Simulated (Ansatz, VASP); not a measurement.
**One calculation of Cu3Pd, two programs**

```
Cu Pd
1.0
     3.79644    0.00000    0.00000
     0.00000    3.79644    0.00000
     0.00000    0.00000    3.72200
Cu Pd
3 1
Direct
  0.00000 0.50000 0.50000
  0.50000 0.00000 0.50000
  0.50000 0.50000 0.00000
  0.00000 0.00000 0.00000
```

Change from the starting cell: equal xx and yy strain of +2 %.

Alike in both runs: task single point; functional PBEsol; k mesh 9 × 9 × 9; occupations fermi-dirac, width 0.05 eV; no spin polarisation.

```csv
,VASP,Ansatz
version,VASP 6.6.1,Ansatz 0.2.0
potentials or method,"VASP PAW PBE potentials, release 64 (Cu, Pd), cutoff 520 eV","all-electron LAPW, scalar-relativistic"
```

Ansatz gave:

| Property | Result |
| --- | --- |
| pressure (GPa) | -13.1 |
| traceless stress, the component that is largest in VASP (GPa) | 0.49 |

Question: Estimate VASP's values.

Answer: Pressure (GPa): -12.6; traceless stress, the component that is largest in VASP (GPa): 0.49.

VASP's potentials were made for PBE, not for PBEsol. Ansatz ran all-electron here, and VASP with PAW potentials.
